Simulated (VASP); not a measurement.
# KMgF3 (Pm-3m) in VASP: notebook

KMgF3 is run at these levels: r2SCAN; tasks: single point, relaxation of cell and atoms.

Everything below comes from runs of VASP 6.6.1. Logs are shortened: lines on timing, memory, paths and dates and some standing lists are left out, and cuts for length are marked.

### 1 The cell of the first run

The structure is cubic, space group Pm-3m (No. 221). The conventional cell has a = 4.109 Å, b = 4.109 Å, c = 4.109 Å, α = 90.00°, β = 90.00°, γ = 90.00°. Within 3.8 Å of K (site symmetry m-3m) lie 12 F at 2.91 Å and 8 Mg at 3.56 Å. Within 2.7 Å of Mg (site symmetry m-3m) lie 6 F at 2.05 Å. Within 2.7 Å of F (site symmetry 4/mmm) lie 2 Mg at 2.05 Å.

### 2 Single point, r2SCAN (volume scaled by 1.10)

The input, POSCAR:

```
KMgF3
1.0
    4.1093201170      0.0000000000      0.0000000000
    0.0000000000      4.1093201170      0.0000000000
    0.0000000000      0.0000000000      4.1093201170
K Mg F
1 1 3
Direct
    0.5000000000      0.5000000000      0.5000000000
    0.0000000000      0.0000000000      0.0000000000
    0.5000000000      0.0000000000      0.0000000000
    0.0000000000      0.5000000000      0.0000000000
    0.0000000000      0.0000000000      0.5000000000
```

The input, INCAR.step1:

```
SYSTEM = KMgF3
ALGO = Normal
EDIFF = 1E-4
ENCUT = 520
GGA = PE
ISMEAR = 0
LASPH = .True.
LCHARG = .False.
LREAL = .False.
LWAVE = .True.
NBANDS = 24
NELM = 100
PREC = Accurate
SIGMA = 0.02
```

The input, INCAR.step2:

```
SYSTEM = KMgF3
ALGO = Normal
EDIFF = 1E-7
ENCUT = 520
ISIF = 2
ISMEAR = 0
ISTART = 1
LASPH = .True.
LCHARG = .False.
LMIXTAU = .True.
LREAL = .False.
LWAVE = .False.
METAGGA = R2SCAN
NBANDS = 24
NELM = 100
PREC = Accurate
SIGMA = 0.02
```

The input, KPOINTS:

```
k-points
0
Gamma
  6 6 6
  0 0 0
```

Potentials or basis: VASP PAW PBE potentials, release 64 (K_sv, Mg, F).

The run is started by

```bash
$ cat potpaw_PBE.64/K_sv/POTCAR potpaw_PBE.64/Mg/POTCAR potpaw_PBE.64/F/POTCAR > POTCAR
$ cp INCAR.step1 INCAR
$ mpirun -np 1 vasp_std > vasp.out
$ cp INCAR.step2 INCAR
$ mpirun -np 1 vasp_std > vasp.out
```

OUTCAR:

```text
SYSTEM = KMgF3
   EDIFF = 1E-7
   ENCUT = 520
   ISIF = 2
   ISMEAR = 0
   ISTART = 1
   LASPH = .True.
   LREAL = .False.
   METAGGA = R2SCAN
   NELM = 100
   PREC = Accurate

 ion  position               nearest neighbor table
   1  0.500  0.500  0.500-   2 3.56   2 3.56   2 3.56   2 3.56   2 3.56   2 3.56   2 3.56   2 3.56

   2  0.000  0.000  0.000-   3 2.05   4 2.05   5 2.05   5 2.05   4 2.05   3 2.05   1 3.56   1 3.56
                             1 3.56   1 3.56   1 3.56   1 3.56   1 3.56   1 3.56
   3  0.500  0.000  0.000-   2 2.05   2 2.05
   4  0.000  0.500  0.000-   2 2.05   2 2.05
   5  0.000  0.000  0.500-   2 2.05   2 2.05

  LATTYP: Found a simple cubic cell.
 ALAT       =     4.1093201170

  Lattice vectors:

 A1 = (   4.1093201170,   0.0000000000,   0.0000000000)
 A2 = (   0.0000000000,   4.1093201170,   0.0000000000)
 A3 = (   0.0000000000,   0.0000000000,   4.1093201170)

Analysis of symmetry for initial positions (statically):
=====================================================================
 Subroutine PRICEL returns:
 Original cell was already a primitive cell.

 Routine SETGRP: Setting up the symmetry group for a
 simple cubic supercell.

 Subroutine GETGRP returns: Found 48 space group operations
 (whereof 48 operations were pure point group operations)
 out of a pool of 48 trial point group operations.

The static configuration has the point symmetry O_h .

Analysis of symmetry for dynamics (positions and initial velocities):
=====================================================================
 Subroutine PRICEL returns:
 Original cell was already a primitive cell.

 Routine SETGRP: Setting up the symmetry group for a
 simple cubic supercell.

 Subroutine GETGRP returns: Found 48 space group operations
 (whereof 48 operations were pure point group operations)
 out of a pool of 48 trial point group operations.

The dynamic configuration has the point symmetry O_h .

 Subroutine INISYM returns: Found 48 space group operations
 (whereof 48 operations are pure point group operations),
 and found     1 'primitive' translations

----------------------------------------------------------------------------------------

                                     Primitive cell
[... 89 lines left out ...]
   LASPH  =      T    aspherical Exc in radial PAW
   ENCUT  =  520.0 eV  38.22 Ry    6.18 a.u.   7.64  7.64  7.64*2*pi/ulx,y,z
   NELM   =    100;   NELMIN=  2; NELMDL=  0     # of ELM steps
   EDIFF  = 0.1E-06   stopping-criterion for ELM
   LREAL  =      F    real-space projection
   EDIFFG = 0.1E-05   stopping-criterion for IOM
   NSW    =      0    number of steps for IOM
   IBRION =     -1    ionic relax: 0-MD 1-quasi-New 2-CG
   NFREE  =      0    steps in history (QN), initial steepest desc. (CG)
   ISIF   =      2    stress and relaxation
   ISYM   =      2    0-nonsym 1-usesym 2-fastsym
   POTIM  = 0.5000    time-step for ionic-motion
   TEBEG  =    0.0;   TEEND  =   0.0 temperature during run
   PSTRESS=    0.0 pullay stress
   NELECT =      32.0000    total number of electrons
   NUPDOWN=      -1.0000    fix difference up-down
   EMIN   =  10.00;   EMAX   =-10.00  energy-range for DOS
   EFERMI =   0.00;   METHOD = LEGACY
   ISMEAR =     0;   SIGMA  =   0.02  broadening in eV -4-tet -1-fermi 0-gaus
   EFERMI_NEDOS =   21; number of points for ismear=-14 and -15
   IALGO  =     38    algorithm
   IMIX   =      4    mixing-type and parameters
     AMIX     =   0.40;   BMIX     =  1.00
     AMIX_MAG =   1.60;   BMIX_MAG =  1.00
  volume/ion in A,a.u.               =      13.88        93.66
  Fermi-wavevector in a.u.,A,eV,Ry     =   1.264799  2.390124 21.765465  1.599717
  Thomas-Fermi vector in A             =   2.398085
   LORBIT       =      0    0 simple, 1 ext, 2 COOP (PROOUT), +10 PAW based schemes
   METAGGA = R2SCAN    functional components
   LHFCALC =     F    Hartree Fock is set to
   AEXX    =    0.0000 exact exchange contribution
   IVDW    =     0    specifies the selected vdW correction
   LEPSILON=     F    determine dielectric tensor
   LRPA    =     F    only Hartree local field effects (RPA)
 non-spin polarized calculation
 Gauss-broadening in eV      SIGMA  =   0.02
  energy-cutoff  :      520.00
  volume of cell :       69.39
 maximum number of plane-waves:      1890
 NGX is ok and might be reduce to    32
   NGX = 15   NGY = 15   NGZ = 15

 number of electron      32.0000037 magnetization

 Free energy of the ion-electron system (eV)
  ---------------------------------------------------
  ext. energy  EPLUGINS =         0.00000000
  ---------------------------------------------------
  free energy    TOTEN  =       -37.27583973 eV

  energy without entropy =      -37.27583973  energy(sigma->0) =      -37.27583973

 E-fermi :  -2.4837     XC(G=0):  -9.7202

 val. band max:       -2.6421205911   @ k =   0.5000   0.5000   0.5000
 cond. band min:       4.9211622265   @ k =   0.0000   0.0000   0.0000
 fundamental gap:      7.5632828176
 Fermi energy:        -2.4837099302

 k-point     1 :       0.0000    0.0000    0.0000
  band No.  band energies     occupation
      1     -29.4424      2.00000
      2     -23.6537      2.00000
      3     -23.1342      2.00000
      4     -23.1342      2.00000
      5     -12.1563      2.00000
      6     -12.1563      2.00000
[... 529 lines left out ...]
     23      12.5456      0.00000
     24      12.6416      0.00000

------------------------ aborting loop because EDIFF is reached ----------------------------------------

  FORCE on cell =-STRESS in cart. coord.  units (eV):
  Direction    XX          YY          ZZ          XY          YZ          ZX
  --------------------------------------------------------------------------------------
  -------------------------------------------------------------------------------------
  Total       -2.8647921     -2.8647921     -2.8647921      0.0000000      0.0000000      0.0000000
  in kB      -66.1445049    -66.1445049    -66.1445049      0.0000000      0.0000000      0.0000000
  external PRESSURE =     -66.1445049 kB  Pullay stress =       0.0000000 kB

 VOLUME and BASIS-vectors are now :
 -----------------------------------------------------------------------------
  energy-cutoff  :      520.00
  volume of cell :       69.39
      direct lattice vectors                 reciprocal lattice vectors
     4.109320117  0.000000000  0.000000000     0.243349258  0.000000000  0.000000000
     0.000000000  4.109320117  0.000000000     0.000000000  0.243349258  0.000000000
     0.000000000  0.000000000  4.109320117     0.000000000  0.000000000  0.243349258

 POSITION                                       TOTAL-FORCE (eV/Angst)
 -----------------------------------------------------------------------------------
      2.05466      2.05466      2.05466         0.000000      0.000000      0.000000
      0.00000      0.00000      0.00000         0.000000      0.000000      0.000000
      2.05466      0.00000      0.00000         0.000000      0.000000      0.000000
      0.00000      2.05466      0.00000         0.000000      0.000000      0.000000
      0.00000      0.00000      2.05466         0.000000      0.000000      0.000000
 -----------------------------------------------------------------------------------
    total drift:                                0.000000      0.000000     -0.000000

  FREE ENERGIE OF THE ION-ELECTRON SYSTEM (eV)
  ---------------------------------------------------
  free  energy   TOTEN  =       -37.2758397332 eV

  energy  without entropy=      -37.2758397332  energy(sigma->0) =      -37.27583973
```

OUTCAR.step1:

```text
SYSTEM = KMgF3
   EDIFF = 1E-4
   ENCUT = 520
   GGA = PE
   ISMEAR = 0
[... 768 lines left out ...]
      0.00000      0.00000      0.00000         0.000000      0.000000      0.000000
      2.05466      0.00000      0.00000         0.000000      0.000000      0.000000
      0.00000      2.05466      0.00000         0.000000      0.000000      0.000000
      0.00000      0.00000      2.05466         0.000000      0.000000      0.000000
 -----------------------------------------------------------------------------------
    total drift:                                0.000000      0.000000     -0.000000

  FREE ENERGIE OF THE ION-ELECTRON SYSTEM (eV)
  ---------------------------------------------------
  free  energy   TOTEN  =       -24.4260921426 eV

  energy  without entropy=      -24.4260921426  energy(sigma->0) =      -24.42609214
```

OSZICAR.step1:

```text
N       E                     dE             d eps       ncg     rms          rms(c)
DAV:   1     0.219426243354E+03    0.21943E+03   -0.17204E+04   984   0.127E+03
DAV:   2    -0.146714808909E+02   -0.23410E+03   -0.22400E+03  1264   0.337E+02
DAV:   3    -0.262475590306E+02   -0.11576E+02   -0.11517E+02  1408   0.692E+01
DAV:   4    -0.266698126064E+02   -0.42225E+00   -0.42217E+00  1232   0.795E+00
DAV:   5    -0.266724379576E+02   -0.26254E-02   -0.26253E-02  1328   0.631E-01    0.893E+00
DAV:   6    -0.244416703221E+02    0.22308E+01   -0.75520E+00  1160   0.184E+01    0.373E+00
DAV:   7    -0.244291798699E+02    0.12490E-01   -0.20767E-01  1152   0.265E+00    0.220E+00
DAV:   8    -0.244257549800E+02    0.34249E-02   -0.72785E-02  1200   0.249E+00    0.285E-01
DAV:   9    -0.244257555053E+02   -0.52528E-06   -0.11829E-02  1256   0.740E-01    0.137E-01
DAV:  10    -0.244261105319E+02   -0.35503E-03   -0.79737E-04  1208   0.185E-01    0.851E-02
DAV:  11    -0.244260921426E+02    0.18389E-04   -0.73634E-05   816   0.660E-02
   1 F= -.24426092E+02 E0= -.24426092E+02  d E =-.117300E-50
```

It took 93 s on 1 thread of Intel Xeon 6975P-C, shared host; peak memory 0.2 GiB.

What came out:

```
Free energy            : -37.2758 eV
Pressure               : -6.6 GPa
Band gap on the k mesh : 7.56 eV, indirect (least direct gap 7.88 eV)
```

Caveat: the cell differs from its parent crystal (volume scaled by 1.10); the PAW data sets were made with another functional, which shifts forces and pressure a little.

### 3 Relaxation of cell and atoms, r2SCAN

This run uses another cell than the first one, of 12.67 Å³/atom, 0.913 times its volume.

POSCAR, as its differences from that of step 2:

```diff
@@ -2,5 +2,5 @@
 1.0
-    4.1093201170      0.0000000000      0.0000000000
-    0.0000000000      4.1093201170      0.0000000000
-    0.0000000000      0.0000000000      4.1093201170
+    3.9859000000      0.0000000000      0.0000000000
+    0.0000000000      3.9859000000      0.0000000000
+    0.0000000000      0.0000000000      3.9859000000
 K Mg F
```

The input, INCAR.step1:

```
  ALGO = Normal
  EDIFF = 1E-4
  ENCUT = 600
  GGA = PE
  ISMEAR = 0
  LASPH = True
  LCHARG = False
  LREAL = False
  LWAVE = True
  NELM = 100
  PREC = Accurate
  SIGMA = 0.02
```

The input, INCAR.step2:

```
  ALGO = Normal
  EDIFF = 1E-7
  EDIFFG = -0.005
  ENCUT = 600
  IBRION = 2
  ISIF = 3
  ISMEAR = 0
  ISTART = 1
  LASPH = True
  LCHARG = False
  LMIXTAU = True
  LREAL = False
  LWAVE = False
  METAGGA = R2SCAN
  NELM = 100
  NSW = 100
  PREC = Accurate
  SIGMA = 0.02
```

The input, KPOINTS:

```
k-points
0
Gamma
  6 6 6
```

Potentials or basis: VASP PAW PBE potentials, release 64 (K_sv, Mg, F).

The run is started by

```bash
$ cat potpaw_PBE.64/K_sv/POTCAR potpaw_PBE.64/Mg/POTCAR potpaw_PBE.64/F/POTCAR > POTCAR
$ cp INCAR.step1 INCAR
$ mpirun -np 1 vasp_std > vasp.out
$ cp INCAR.step2 INCAR
$ mpirun -np 1 vasp_std > vasp.out
```

Run time: 3.2 min. Hardware: 1 thread of Intel Xeon 6975P-C, shared host; peak memory 0.22 GiB.

It converged, with:

* Free energy: -37.4288 eV
* Relaxed volume: 12.50 Å³/atom
* Relaxed cell: a = 3.968 Å, b = 3.968 Å, c = 3.968 Å, α = 90.00°, β = 90.00°, γ = 90.00°
* Space group after relaxing (to 0.05 Å): Pm-3m (No. 221)
* Energy gained by relaxing: 0.5 meV/atom
* Ionic steps: 3
* Pressure after relaxing: 0.0 GPa
* Band gap on the k mesh: 8.36 eV, indirect (least direct gap 8.68 eV)

The path:
| step | energy change (eV) | largest force (eV/Å) | pressure (GPa) | volume (Å³) |
| --- | --- | --- | --- | --- |
| 1 | 0.0000 | 0.0000 | -1.03 | 63.33 |
| 2 | -0.0027 | 0.0000 | -0.12 | 62.58 |
| 3 | -0.0027 | 0.0000 | -0.01 | 62.50 |

Final structure:
```xyz
5
Lattice="3.9685 0.0000 0.0000 0.0000 3.9685 0.0000 0.0000 0.0000 3.9685" Properties=species:S:1:pos:R:3 pbc="T T T"
K     1.9842    1.9842    1.9842
Mg    0.0000    0.0000    0.0000
F     1.9842    0.0000    0.0000
F     0.0000    1.9842    0.0000
F     0.0000    0.0000    1.9842
```

Levels at points of the mesh, in eV from the valence-band top:
| k point | band 13 | band 14 | band 15 | band 16 | band 17 | band 18 | band 19 | band 20 |
| --- | --- | --- | --- | --- | --- | --- | --- | --- |
| (0.00, 0.00, 0.00) | -0.65 | -0.32 | -0.32 | -0.32 | 8.36 | 10.86 | 10.86 | 13.21 |
| (0.50, 0.00, 0.00) | -0.88 | -0.88 | -0.54 | -0.54 | 11.10 | 11.61 | 11.94 | 13.82 |
| (0.50, 0.50, 0.00) | -1.06 | -0.90 | -0.90 | -0.02 | 11.96 | 12.62 | 13.80 | 13.80 |
| (0.50, 0.50, 0.50) | -1.13 | 0.00 | 0.00 | 0.00 | 11.43 | 11.43 | 11.43 | 15.08 |

Caveat: the PAW data sets were made with another functional, which shifts forces and pressure a little.
